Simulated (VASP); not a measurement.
Runs of VASP 6.6.1 on Pt. The structure is that of space group Im-3m (No. 229), or close to it. The cells are those of the table. 

```csv
task,cell,k mesh,gap on the mesh (eV),pressure (GPa),relaxed volume (Å³/atom)
single point,"a = 2.739 Å, angles 109.5°, 1 atom",18 × 18 × 18,none,-0.4,-
relaxation of cell and atoms,"relaxed from a = 2.746 Å, angles 109.5°, 1 atom",18 × 18 × 18,none,0.0,15.79
single point,"a = 2.746 Å, angles 109.5°, 1 atom",8 × 8 × 8,none,(b),-
relaxation of cell and atoms,"relaxed from a = 2.697 Å, angles 109.5°, 1 atom",8 × 8 × 8,none,-0.1,15.91
single point,"a = 2.697 Å, angles 109.5°, 1 atom",8 × 8 × 8,none,(a),-
```

Alike in all rows: level PBE; potentials or basis VASP PAW PBE potentials, release 64 (Pt); no spin polarisation; cutoff (eV) 500; smearing gaussian 0.1 eV.

Fill in the values left out.

(a) 13.9; (b) -0.5.

Caveats: spin-orbit coupling is left out, which moves the levels of the heavy elements.

A k mesh can miss the band edges, and the runs leave out spin-orbit coupling on Pt.

A gap of «none» marks levels without a gap at the run's occupations.
